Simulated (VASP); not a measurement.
# Ba2O (antifluorite type): single point with PBE

Ba2O (antifluorite type):

```
CELL_PARAMETERS angstrom
0.00000 3.39424 3.39424
3.39424 0.00000 3.39424
3.39424 3.39424 0.00000
ATOMIC_POSITIONS crystal
Ba 0.25000 0.25000 0.25000
Ba 0.75000 0.75000 0.75000
O 0.00000 0.00000 0.00000
```

```
Program             : VASP 6.6.1
Task                : single point
Functional          : PBE
Potentials or basis : VASP PAW PBE potentials, release 64 (Ba_sv, O)
Cutoff              : 520 eV
k mesh              : 10 × 10 × 10
Occupations         : fermi-dirac, width 0.0612256 eV
Spin                : no spin polarisation
```

```yaml
Pressure: 2.4 GPa
Band_gap_on_the_k_mesh: zero (bands 13 and 14 overlap by 0.63 eV)
```

Levels at points of the mesh, in eV from the Fermi level:
| k point | band 9 | band 10 | band 11 | band 12 | band 13 | band 14 | band 15 | band 16 | band 17 | band 18 |
| --- | --- | --- | --- | --- | --- | --- | --- | --- | --- | --- |
| (0.00, 0.00, 0.00) | -13.19 | -4.20 | -4.20 | -4.20 | -1.06 | -0.54 | -0.54 | 1.88 | 1.88 | 1.88 |
| (0.50, 0.00, 0.00) | -13.70 | -3.54 | -3.54 | -3.25 | 0.06 | 1.86 | 1.86 | 3.25 | 3.45 | 3.45 |
| (0.50, 0.50, 0.00) | -12.69 | -3.91 | -3.15 | -3.15 | -1.25 | 0.40 | 1.24 | 1.97 | 3.95 | 3.95 |

Run time: 85 s on 1 thread of Intel(R) Xeon(R) Platinum 8375C CPU @ 2.90GHz (Ice Lake), with other jobs on the host, peak memory 0.23 GiB.

Caveat: spin-orbit coupling is left out, which moves the levels of the heavy elements.
